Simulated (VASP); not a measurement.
# Pt (Fm-3m) in VASP: a series of runs

Pt is run at these levels: PBE; tasks: single point.

All numbers are computed with VASP 6.6.1; they aren't measurements. Logs are shortened: lines on timing, memory, paths and dates and some standing lists are left out, and cuts for length are marked.

### 1 The cell of the first run

The structure is cubic, space group Fm-3m (No. 225). The conventional cell has a = 3.972 Å, b = 3.972 Å, c = 3.972 Å, α = 90.00°, β = 90.00°, γ = 90.00°. Within 3.7 Å of Pt (site symmetry m-3m) lie 12 Pt at 2.81 Å.

### 2 Single point, PBE

Input file INCAR:

```
  ALGO = Normal
  EDIFF = 1E-7
  ENCUT = 520
  GGA = PE
  ISIF = 2
  ISMEAR = -1
  LASPH = T
  LCHARG = T
  LELF = T
  LREAL = F
  LVHAR = T
  LWAVE = F
  NBANDS = 11
  NELM = 80
  PREC = Accurate
  SIGMA = 0.1
```

Input file KPOINTS:

```
k-points
0
Gamma
  14 14 14
```

Input file POSCAR:

```
Pt
1.0
    0.0000000000      1.9857786488      1.9857786488
    1.9857786488      0.0000000000      1.9857786488
    1.9857786488      1.9857786488      0.0000000000
Pt
1
Direct
    0.0000000000      0.0000000000      0.0000000000
```

Potentials or basis: VASP PAW PBE potentials, release 64 (Pt).

Run with:

```bash
$ cat potpaw_PBE.64/Pt/POTCAR > POTCAR
$ mpirun -np 1 vasp_std > vasp.out
```

OUTCAR:

```text
EDIFF = 1E-7
   ENCUT = 520
   GGA = PE
   ISIF = 2
   ISMEAR = -1
   LASPH = T
   LREAL = F
   NELM = 80
   PREC = Accurate

 ion  position               nearest neighbor table
   1  0.000  0.000  0.000-

  LATTYP: Found a face centered cubic cell.
 ALAT       =     3.9715572976

  Lattice vectors:

 A1 = (   0.0000000000,   1.9857786488,   1.9857786488)
 A2 = (   1.9857786488,   0.0000000000,   1.9857786488)
 A3 = (   1.9857786488,   1.9857786488,   0.0000000000)

Analysis of symmetry for initial positions (statically):
=====================================================================
 Subroutine PRICEL returns:
 Original cell was already a primitive cell.

 Routine SETGRP: Setting up the symmetry group for a
 face centered cubic supercell.

 Subroutine GETGRP returns: Found 48 space group operations
 (whereof 48 operations were pure point group operations)
 out of a pool of 48 trial point group operations.

The static configuration has the point symmetry O_h .

Analysis of symmetry for dynamics (positions and initial velocities):
=====================================================================
 Subroutine PRICEL returns:
 Original cell was already a primitive cell.

 Routine SETGRP: Setting up the symmetry group for a
 face centered cubic supercell.

 Subroutine GETGRP returns: Found 48 space group operations
 (whereof 48 operations were pure point group operations)
 out of a pool of 48 trial point group operations.

The dynamic configuration has the point symmetry O_h .

 Subroutine INISYM returns: Found 48 space group operations
 (whereof 48 operations are pure point group operations),
 and found     1 'primitive' translations

----------------------------------------------------------------------------------------

                                     Primitive cell

  volume of cell :      15.6611

  direct lattice vectors                    reciprocal lattice vectors
     0.000000000  1.985778649  1.985778649    -0.251790400  0.251790400  0.251790400
     1.985778649  0.000000000  1.985778649     0.251790400 -0.251790400  0.251790400
     1.985778649  1.985778649  0.000000000     0.251790400  0.251790400 -0.251790400

  length of vectors
     2.808315097  2.808315097  2.808315097     0.436113765  0.436113765  0.436113765

  position of ions in fractional coordinates (direct lattice)
     0.000000000  0.000000000  0.000000000

  ion indices of the primitive-cell ions
   primitive index   ion index
                 1           1

----------------------------------------------------------------------------------------

 KPOINTS: k-points

Automatic generation of k-mesh.
 Grid dimensions read from file:
 generate k-points for:   14   14   14

 Generating k-lattice:

  Cartesian coordinates                     Fractional coordinates (reciprocal lattice)
    -0.017985029  0.017985029  0.017985029     0.071428571  0.000000000  0.000000000
     0.017985029 -0.017985029  0.017985029     0.000000000  0.071428571  0.000000000
     0.017985029  0.017985029 -0.017985029     0.000000000  0.000000000  0.071428571

  Length of vectors
     0.031150983  0.031150983  0.031150983

  Shift w.r.t. Gamma in fractional coordinates (k-lattice)
     0.000000000  0.000000000  0.000000000

 Subroutine IBZKPT returns following result:
 ===========================================

 Found    104 irreducible k-points:

 Following reciprocal coordinates:
            Coordinates               Weight
  0.000000  0.000000  0.000000      1.000000
  0.071429  0.000000  0.000000      8.000000
  0.142857  0.000000  0.000000      8.000000
  0.214286  0.000000  0.000000      8.000000
  0.285714  0.000000  0.000000      8.000000
  0.357143  0.000000  0.000000      8.000000
[... 16 lines left out ...]
  0.214286  0.142857  0.000000     24.000000
  0.285714  0.142857  0.000000     24.000000
 [... further k-points ...]
   k-points           NKPTS =    104   k-points in BZ     NKDIM =    104   number of bands    NBANDS=     11
   number of dos      NEDOS =    301   number of ions     NIONS =      1
   total plane-waves  NPLWV =  13824
   dimension x,y,z NGX =    24 NGY =   24 NGZ =   24
   dimension x,y,z NGXF=    48 NGYF=   48 NGZF=   48
   ions per type =               1
   NGX,Y,Z   is equivalent  to a cutoff of  14.21, 14.21, 14.21 a.u.
   NGXF,Y,Z  is equivalent  to a cutoff of  28.41, 28.41, 28.41 a.u.
 SYSTEM =  unknown system
   PREC   = accura    normal or accurate (medium, high low for compatibility)
   ISTART =      0    job   : 0-new  1-cont  2-samecut
   ICHARG =      2    charge: 1-file 2-atom 10-const
   ISPIN  =      1    spin polarized calculation?
   LNONCOLLINEAR =      F non collinear calculations
   LSORBIT =      F    spin-orbit coupling
   LASPH  =      T    aspherical Exc in radial PAW
   ENCUT  =  520.0 eV  38.22 Ry    6.18 a.u.   5.22  5.22  5.22*2*pi/ulx,y,z
   NELM   =     80;   NELMIN=  2; NELMDL= -5     # of ELM steps
   EDIFF  = 0.1E-06   stopping-criterion for ELM
   LREAL  =      F    real-space projection
   EDIFFG = 0.1E-05   stopping-criterion for IOM
   NSW    =      0    number of steps for IOM
   IBRION =     -1    ionic relax: 0-MD 1-quasi-New 2-CG
   NFREE  =      0    steps in history (QN), initial steepest desc. (CG)
   ISIF   =      2    stress and relaxation
   ISYM   =      2    0-nonsym 1-usesym 2-fastsym
   POTIM  = 0.5000    time-step for ionic-motion
   TEBEG  =    0.0;   TEEND  =   0.0 temperature during run
   PSTRESS=    0.0 pullay stress
   NELECT =      10.0000    total number of electrons
   NUPDOWN=      -1.0000    fix difference up-down
   EMIN   =  10.00;   EMAX   =-10.00  energy-range for DOS
   EFERMI =   0.00;   METHOD = LEGACY
   ISMEAR =    -1;   SIGMA  =   0.10  broadening in eV -4-tet -1-fermi 0-gaus
   EFERMI_NEDOS =   21; number of points for ismear=-14 and -15
   IALGO  =     38    algorithm
   IMIX   =      4    mixing-type and parameters
     AMIX     =   0.40;   BMIX     =  1.00
     AMIX_MAG =   1.60;   BMIX_MAG =  1.00
  volume/ion in A,a.u.               =      15.66       105.69
  Fermi-wavevector in a.u.,A,eV,Ry     =   1.409724  2.663991 27.039142  1.987321
  Thomas-Fermi vector in A             =   2.531750
   LORBIT       =      0    0 simple, 1 ext, 2 COOP (PROOUT), +10 PAW based schemes
   GGA     = PE    functional components
   LHFCALC =     F    Hartree Fock is set to
   AEXX    =    0.0000 exact exchange contribution
   IVDW    =     0    specifies the selected vdW correction
   LEPSILON=     F    determine dielectric tensor
   LRPA    =     F    only Hartree local field effects (RPA)
 non-spin polarized calculation
  energy-cutoff  :      520.00
  volume of cell :       15.66
 maximum number of plane-waves:       444
 NGX is ok and might be reduce to    24
   NGX = 11   NGY = 11   NGZ = 11

 number of electron      10.0000002 magnetization

 Free energy of the ion-electron system (eV)
  ---------------------------------------------------
  ext. energy  EPLUGINS =         0.00000000
  ---------------------------------------------------
  free energy    TOTEN  =        -6.13386661 eV

  energy without entropy =       -6.07916974  energy(sigma->0) =       -6.10651818

 E-fermi :  10.5544     XC(G=0): -13.2645

 val. band max:       10.5506729086   @ k =   0.5000   0.5000   0.0000
 cond. band min:      10.5851444794   @ k =   0.5000   0.0000   0.0000
 fundamental gap:      0.0344715708
 Fermi energy:        10.5543737314

 k-point     1 :       0.0000    0.0000    0.0000
  band No.  band energies     occupation
      1       0.7554      2.00000
      2       6.9919      2.00000
      3       6.9919      2.00000
      4       6.9919      2.00000
      5       9.0164      2.00000
      6       9.0164      2.00000
      7      25.2915      0.00000
      8      30.0450      0.00000
      9      30.0450      0.00000
     10      30.0450      0.00000
     11      35.2525      0.00000

 k-point     2 :       0.0714    0.0000    0.0000
  band No.  band energies     occupation
      1       0.9529      2.00000
      2       6.9075      2.00000
      3       7.0682      2.00000
      4       7.0682      2.00000
      5       8.9755      2.00000
      6       8.9755      2.00000
      7      25.5879      0.00000
      8      29.0185      0.00000
      9      30.3401      0.00000
     10      30.3401      0.00000
     11      36.3113      0.00000

 k-point     3 :       0.1429    0.0000    0.0000
  band No.  band energies     occupation
      1       1.5153      2.00000
      2       6.7153      2.00000
      3       7.2458      2.00000
      4       7.2458      2.00000
      5       8.9160      2.00000
      6       8.9160      2.00000
      7      26.3106      0.00000
      8      27.0802      0.00000
      9      31.1752      0.00000
     10      31.1752      0.00000
     11      35.7461      0.00000

 k-point     4 :       0.2143    0.0000    0.0000
  band No.  band energies     occupation
      1       2.3263      2.00000
      2       6.5977      2.00000
      3       7.3607      2.00000
      4       7.3607      2.00000
      5       9.0226      2.00000
      6       9.0226      2.00000
      7      24.8394      0.00000
      8      26.9327      0.00000
      9      32.3431      0.00000
     10      32.3431      0.00000
     11      33.9307      0.00000
[... 239 lines left out ...]
 k-point    22 :       0.1429    0.1429    0.0000
  band No.  band energies     occupation
      1       1.7758      2.00000
      2       6.3802      2.00000
      3       7.5211      2.00000
      4       7.5211      2.00000
      5       8.3528      2.00000
      6       9.2789      1.99999
      7      26.8138      0.00000
      8      28.4048      0.00000
      9      29.7752      0.00000
     10      29.7752      0.00000
     11      37.3491      0.00000

 k-point    23 :       0.2143    0.1429    0.0000
  band No.  band energies     occupation
      1       2.4056      2.00000
      2       6.1223      2.00000
      3       7.6345      2.00000
      4       7.7680      2.00000
      5       8.3065      2.00000
      6       9.4325      1.99997
      7      26.8877      0.00000
      8      27.6109      0.00000
      9      29.4689      0.00000
     10      30.2266      0.00000
     11      34.7222      0.00000

 k-point    24 :       0.2857    0.1429    0.0000
  band No.  band energies     occupation
      1       3.2139      2.00000
      2       5.9897      2.00000
      3       7.3229      2.00000
      4       7.8660      2.00000
      5       8.9281      2.00000
      6       9.7410      1.99941
      7      24.5310      0.00000
      8      27.7541      0.00000
      9      29.0764      0.00000
     10      30.5467      0.00000
     11      34.2558      0.00000

 [... further k-points ...]
[... 5 lines left out ...]
  --------------------------------------------------------------------------------------
  -------------------------------------------------------------------------------------
  Total       -0.0489847     -0.0489847     -0.0489847      0.0000000      0.0000000      0.0000000
  in kB       -5.0112780     -5.0112780     -5.0112780      0.0000000      0.0000000      0.0000000
  external PRESSURE =      -5.0112780 kB  Pullay stress =       0.0000000 kB

 VOLUME and BASIS-vectors are now :
 -----------------------------------------------------------------------------
  energy-cutoff  :      520.00
  volume of cell :       15.66
      direct lattice vectors                 reciprocal lattice vectors
     0.000000000  1.985778649  1.985778649    -0.251790400  0.251790400  0.251790400
     1.985778649  0.000000000  1.985778649     0.251790400 -0.251790400  0.251790400
     1.985778649  1.985778649  0.000000000     0.251790400  0.251790400 -0.251790400

 POSITION                                       TOTAL-FORCE (eV/Angst)
 -----------------------------------------------------------------------------------
      0.00000      0.00000      0.00000         0.000000     -0.000000      0.000000
 -----------------------------------------------------------------------------------
    total drift:                               -0.000000      0.000000     -0.000000

  FREE ENERGIE OF THE ION-ELECTRON SYSTEM (eV)
  ---------------------------------------------------
  free  energy   TOTEN  =        -6.1338666142 eV

  energy  without entropy=       -6.0791697441  energy(sigma->0) =       -6.10651818
```

It took 21 s on 1 thread of Intel Xeon 6975P-C, shared host; peak memory 0.15 GiB.

What came out:

```
Free energy            : -6.1339 eV
Pressure               : -0.5 GPa
Band gap on the k mesh : zero (band 5 reaches 11.01 eV, above the bottom of band 6 at 8.92 eV)
```

Caveat: spin-orbit coupling is left out, which moves the levels of the heavy elements.

### 3 Single point, PBE

Input file INCAR:

```
SYSTEM = Pt
ALGO     = Normal         ! electronic algorithm
EDIFF    = 1E-7           ! SCF threshold, eV
ENCUT    = 520            ! plane-wave cutoff, eV
GGA      = PE             ! functional
ISIF     = 2              ! what is computed and relaxed
ISMEAR   = -1             ! smearing method
LASPH    = .TRUE.         ! aspherical terms in the spheres
LCHARG   = .FALSE.        ! write CHGCAR
LREAL    = .FALSE.        ! projectors in reciprocal space
LWAVE    = .FALSE.        ! write WAVECAR
NBANDS   = 11             ! bands
NELM     = 60             ! most SCF steps
PREC     = Accurate       ! precision mode
SIGMA    = 0.1            ! smearing width, eV
```

Input file KPOINTS:

```
k-points
0
G
  14 14 14
  0 0 0
```

POSCAR is that of step 2.

Potentials or basis: VASP PAW PBE potentials, release 64 (Pt).

Run with:

```bash
$ cat potpaw_PBE.64/Pt/POTCAR > POTCAR
$ mpirun -np 1 vasp_std > vasp.out
```

It took 22 s on 1 thread of Intel Xeon 6975P-C, shared host; peak memory 0.15 GiB.

Results (log left out):

```yaml
Free_energy: -6.1339 eV
Pressure: -0.5 GPa
Band_gap_on_the_k_mesh: zero (band 5 reaches 11.01 eV, above the bottom of band 6 at 8.92 eV)
```

Levels at points of the mesh, in eV from the Fermi level:
```csv
k point,band 2,band 3,band 4,band 5,band 6,band 7,band 8,band 9
"(0.00, 0.00, 0.00)",-3.56,-3.56,-3.56,-1.54,-1.54,14.74,19.49,19.49
"(0.50, 0.00, 0.00)",-3.62,-3.62,-0.32,0.03,0.03,5.56,14.29,18.72
"(0.50, 0.50, 0.00)",-6.23,0.00,0.45,0.45,1.85,8.48,11.27,11.27
```

Caveat: spin-orbit coupling is left out, which moves the levels of the heavy elements.

### 4 Single point, PBE

Input file INCAR:

```
ALGO     = Normal         # electronic algorithm
EDIFF    = 1E-7           # SCF threshold, eV
ENCUT    = 520            # plane-wave cutoff, eV
GGA      = PE             # functional
ISIF     = 2              # what is computed and relaxed
ISMEAR   = -1             # smearing method
LASPH    = T              # aspherical terms in the spheres
LCHARG   = T              # write CHGCAR
LELF     = T              # ELF
LREAL    = F              # projectors in reciprocal space
LVHAR    = T            
LWAVE    = F              # write WAVECAR
NBANDS   = 11             # bands
NELM     = 80             # most SCF steps
PREC     = Accurate       # precision mode
SIGMA    = 0.01           # smearing width, eV
```

Input file KPOINTS:

```
k-points
0
Gamma
  14 14 14
```

POSCAR is that of step 3.

Run with:

```bash
$ cat potpaw_PBE.64/Pt/POTCAR > POTCAR
$ mpirun -np 1 vasp_std > vasp.out
```

Wall time 29 s (1 thread of Intel Xeon 6975P-C, shared host); peak memory 0.15 GiB.

Results (log left out):

| Item | Value |
| --- | --- |
| Free energy | -6.1052 eV |
| Pressure | -1.0 GPa |
| Band gap on the k mesh | zero (band 5 reaches 11.01 eV, above the bottom of band 6 at 8.91 eV) |

Levels at points of the mesh, in eV from the Fermi level:
| k point | band 2 | band 3 | band 4 | band 5 | band 6 | band 7 | band 8 | band 9 |
| --- | --- | --- | --- | --- | --- | --- | --- | --- |
| (0.00, 0.00, 0.00) | -3.53 | -3.53 | -3.53 | -1.51 | -1.51 | 14.77 | 19.52 | 19.52 |
| (0.50, 0.00, 0.00) | -3.59 | -3.59 | -0.29 | 0.06 | 0.06 | 5.59 | 14.32 | 18.75 |
| (0.50, 0.50, 0.00) | -6.21 | 0.03 | 0.48 | 0.48 | 1.88 | 8.51 | 11.31 | 11.31 |

Caveat: spin-orbit coupling is left out, which moves the levels of the heavy elements.

### 5 Single point, PBE

Input file INCAR:

```
PREC = Accurate ; ENCUT = 520
EDIFF = 1E-6 ; ISMEAR = -1
SIGMA = 0.03 ; LREAL = False
LASPH = True ; NELM = 100
ALGO = Normal ; ISIF = 2
LWAVE = False ; LCHARG = False
GGA = PE ; NBANDS = 11
```

Input file KPOINTS:

```
Automatic mesh
0
Gamma
  14 14 14
```

POSCAR is that of step 4.

Run with:

```bash
$ cat potpaw_PBE.64/Pt/POTCAR > POTCAR
$ mpirun -np 1 vasp_std > vasp.out
```

Run time: 31 s. Hardware: 1 thread of Intel Xeon 6975P-C, shared host; peak memory 0.15 GiB.

The run converged. Its results:

```
Free energy            : -6.1077 eV
Pressure               : -1.0 GPa
Band gap on the k mesh : zero (band 5 reaches 11.01 eV, above the bottom of band 6 at 8.91 eV)
```

Levels at points of the mesh, in eV from the Fermi level:
| k point | band 3 | band 4 | band 5 | band 6 | band 7 | band 8 |
| --- | --- | --- | --- | --- | --- | --- |
| (0.00, 0.00, 0.00) | -3.54 | -3.54 | -1.52 | -1.52 | 14.76 | 19.52 |
| (0.50, 0.00, 0.00) | -3.60 | -0.30 | 0.05 | 0.05 | 5.58 | 14.32 |
| (0.50, 0.50, 0.00) | 0.02 | 0.47 | 0.47 | 1.88 | 8.50 | 11.30 |

Caveat: spin-orbit coupling is left out, which moves the levels of the heavy elements.

### 6 The runs side by side

```tsv
smearing	gap on the mesh (eV)	pressure (GPa)
fermi-dirac 0.1 eV	none	-0.5
fermi-dirac 0.01 eV	none	-1.0
fermi-dirac 0.03 eV	none	-1.0
```

Alike in all rows: task single point; level PBE; potentials or basis VASP PAW PBE potentials, release 64 (Pt); no spin polarisation; cell as given; k mesh 14 × 14 × 14; cutoff (eV) 520.

Every run on the cell as given and a fine mesh finds a metal.

Caveats: spin-orbit coupling is left out, which moves the levels of the heavy elements.

Total energies depend on the potentials used, so only differences within one code and one set of settings carry meaning.
